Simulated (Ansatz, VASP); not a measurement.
**BAs: VASP beside Ansatz**

```
B As
1.0
     0.00000    2.38209    2.38209
     2.38209    0.00000    2.38209
     2.38209    2.38209    0.00000
B As
1 1
Direct
  0.00000 0.00000 0.00000
  0.25000 0.25000 0.25000
```

Alike in both runs: functional PBE; dispersion D3(BJ); k mesh 8 × 8 × 8; no spin polarisation.

Ansatz relaxed the structure, and its values are those at the end. VASP's run is a single point on that final structure, the one shown.

|  | VASP | Ansatz |
| --- | --- | --- |
| version | VASP 6.6.1 | Ansatz 0.2.0 |
| potentials or method | VASP PAW PBE potentials, release 64 (B, As) | plane waves, PAW |
| plane-wave cutoff (eV) | 520 | 420 |
| occupations | gaussian, width 0.01 eV | fixed |
| valence electrons in the cell | 8 | 18 |

```tsv
	VASP	Ansatz	Ansatz less VASP
pressure (GPa)	0.7	0.0	-0.68
```

VASP's potentials hold 8 valence electrons a cell and Ansatz's 18, so a difference there can come from the potentials and not from the codes.
